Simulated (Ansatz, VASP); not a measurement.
**One calculation of InRh, two programs**

INCAR

```
SYSTEM = InRh
  PREC = Accurate
  ENCUT = 500
  EDIFF = 1E-6
  ISMEAR = 0
  SIGMA = 0.1
  LREAL = .False.
  LASPH = .True.
  NELM = 120
  ALGO = Normal
  ISIF = 2
  LWAVE = .False.
  LCHARG = .False.
  GGA = CA
  NBANDS = 21
  GGA_COMPAT = .False.
```

KPOINTS

```
Automatic mesh
0
Gamma
  6 6 6
  0 0 0
```

POSCAR

```
InRh
1.0
    3.1960000000      0.0000000000      0.0000000000
    0.0000000000      3.1960000000      0.0000000000
    0.0000000000      0.0000000000      3.1960000000
In Rh
1 1
Direct
    0.5000000000      0.5000000000      0.5000000000
    0.0000000000      0.0000000000      0.0000000000
```

Input for Ansatz:

```yaml
crystal:
  lattice:
    - [3.196, 0.0, 0.0]
    - [0.0, 3.196, 0.0]
    - [0.0, 0.0, 3.196]
  atoms:
    - { symbol: In, position: [0.5, 0.5, 0.5] }
    - { symbol: Rh, position: [0.0, 0.0, 0.0] }
basis:
  ecutwfc: 420
kpoints:
  mp_grid: { grid: [6, 6, 6] }
hamiltonian:
  xc: lda
scf:
  occupations: { method: gaussian, width: 0.1 }
output:
  forces: true
  stress: true
  eigenvalues: true
```

Alike in both runs: task single point; functional LDA; k mesh 6 × 6 × 6; occupations gaussian, width 0.1 eV; no spin polarisation.

|  | VASP | Ansatz |
| --- | --- | --- |
| version | VASP 6.6.1 | Ansatz 0.2.0 |
| potentials or method | VASP PAW LDA potentials, release 64 (In_d, Rh_pv), cutoff 500 eV | scalar-relativistic, plane waves, PAW |
| valence electrons in the cell | 28 | 30 |

|  | VASP | Ansatz | Ansatz less VASP |
| --- | --- | --- | --- |
| gap on the k mesh at the Fermi level (eV) | none | none | - |
| pressure (GPa) | -5.3 | -5.9 | -0.60 |

LDA's correlation is that of Perdew and Zunger in VASP and of Perdew and Wang (1992) in Ansatz. A gap of «none» marks a metal or a gap that the smearing closes. VASP's potentials hold 28 valence electrons a cell and Ansatz's 30, so a difference there can come from the potentials and not from the codes.
